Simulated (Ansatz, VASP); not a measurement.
# Two plane-wave programs on Ti3S2

INCAR

```
ALGO = Normal ; EDIFF = 1E-6
ENCUT = 520 ; GGA = PS
ISIF = 2 ; ISMEAR = -1
LASPH = T ; LCHARG = T
LELF = T ; LREAL = F
LVHAR = T ; LWAVE = F
NBANDS = 32 ; NELM = 80
PREC = Accurate ; SIGMA = 0.05
```

The input KPOINTS:

```
k-points
0
Gamma
  6 6 6
```

POSCAR

```
Ti3S2
1.0
    2.6045893671      1.5037603722      3.2376184047
   -2.6045893671      1.5037603722      3.2376184047
    0.0000000000     -3.0075207444      3.2376184047
Ti S
3 2
Direct
    0.0000000000      0.3356550000      0.6643450000
    0.6643450000      0.0000000000      0.3356550000
    0.3356550000      0.6643450000      0.0000000000
    0.1678390000      0.1678390000      0.1678390000
    0.8321610000      0.8321610000      0.8321610000
```

input.yaml

```yaml
crystal:
  lattice:
    - [2.6045893671, 1.5037603722, 3.2376184047]
    - [-2.6045893671, 1.5037603722, 3.2376184047]
    - [0.0, -3.0075207444, 3.2376184047]
  atoms:
    - { symbol: Ti, position: [0.0, 0.335655, 0.664345] }
    - { symbol: Ti, position: [0.664345, 0.0, 0.335655] }
    - { symbol: Ti, position: [0.335655, 0.664345, 0.0] }
    - { symbol: S, position: [0.167839, 0.167839, 0.167839] }
    - { symbol: S, position: [0.832161, 0.832161, 0.832161] }
hamiltonian:
  xc: pbesol
  pseudopotentials: { kind: paw }
kpoints:
  mp_grid: { grid: [6, 6, 6] }
  band_path:
    path:
      - [[0.0, 0.0, 0.0], [0.5, 0.0, 0.0], [0.5, 0.310485146, -0.310485146]]
      - [[0.689514854, 0.5, 0.310485146], [0.5, 0.5, 0.5], [0.0, 0.0, 0.0], [0.405242573, 0.0, -0.405242573]]
      - [[0.594757427, 0.405242573, 0.0], [0.5, 0.5, 0.0], [0.594757427, 0.594757427, 0.310485146], [0.5, 0.5, 0.5]]
      - [[0.5, 0.0, 0.0], [0.689514854, 0.405242573, 0.405242573]]
    npoints: 14
scf:
  occupations: { method: fermi_dirac, width: 0.05 }
  n_extra_bands: 12
output:
  forces: true
  stress: true
  eigenvalues: true
  fatbands: true
```

Alike in both runs: functional PBEsol; k mesh 6 × 6 × 6; occupations fermi-dirac, width 0.05 eV; no spin polarisation.

```csv
,VASP,Ansatz
version,VASP 6.6.1,Ansatz 0.2.0
potentials or method,"VASP PAW PBE potentials, release 64 (Ti_sv, S)",Ansatz PAW
plane-wave cutoff (eV),520,420
valence electrons in the cell,48,48
task,single point,band structure
```

Ansatz gave:

| Property | Result |
| --- | --- |
| gap on the k mesh at the Fermi level (eV) | none |
| pressure (GPa) | 6.6 |
| traceless stress, the component that is largest in VASP (GPa) | -2.74 |
| rms of the force components (eV/Å) | 0.101 |

Problem. Estimate VASP's values.

Solution. gap on the k mesh at the Fermi level (eV): none; pressure (GPa): 6.8; traceless stress, the component that is largest in VASP (GPa): -2.60; rms of the force components (eV/Å): 0.106.

VASP's potentials were made for PBE, not for PBEsol. Atom by atom the forces differ by 0.004 eV/Å (rms over components). A gap of «none» marks a metal or a gap that the smearing closes.
